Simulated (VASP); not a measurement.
The system is Sc.

```xyz
2
Lattice="3.3195 0.0000 0.0000 -1.6597 2.8748 0.0000 0.0000 0.0000 5.1626" Properties=species:S:1:pos:R:3 pbc="T T T"
Sc    0.0000    1.9165    1.2907
Sc    1.6597    0.9583    3.8720
```

- Program: VASP 6.6.1
- Task: relaxation of cell and atoms
- Functional: LDA
- Potentials or basis: VASP PAW LDA potentials, release 64 (Sc_sv)
- Cutoff: 600 eV
- k mesh: 15 × 15 × 8
- Occupations: gaussian, width 0.1 eV
- Spin: no spin polarisation

At the start: pressure -4.6 GPa; volume 24.63 Å³/atom.

Question: How do energy, volume and symmetry change on relaxing?

Answer: Over 8 steps the energy falls by 32.1 meV/atom and the volume is 22.57 Å³/atom (-8.4 %); space group P6_3/mmc (No. 194, to 0.05 Å).

The path:
```
step  energy change (eV)  largest force (eV/Å)  pressure (GPa)  volume (Å³)
   1              0.0000                0.0000           -4.65        49.27
   2             -0.0612                0.0000            1.15        44.35
   3             -0.0640                0.0000            0.00        45.13
   4             -0.0639                0.0000            0.13        45.05
   5             -0.0641                0.0000           -0.05        45.16
   6             -0.0642                0.0000           -0.10        45.20
   7             -0.0642                0.0000            0.03        45.13
   8             -0.0642                0.0000           -0.02        45.14
```

Final structure:
```cif
data_structure
_symmetry_space_group_name_H-M 'P 1'
_symmetry_Int_Tables_number 1
_cell_length_a 3.2320
_cell_length_b 3.2320
_cell_length_c 4.9903
_cell_angle_alpha 90.000
_cell_angle_beta 90.000
_cell_angle_gamma 120.000
_cell_volume 45.14
loop_
_atom_site_label
_atom_site_type_symbol
_atom_site_fract_x
_atom_site_fract_y
_atom_site_fract_z
_atom_site_occupancy
Sc1 Sc 0.33333 0.66667 0.25000 1
Sc2 Sc 0.66667 0.33333 0.75000 1
```
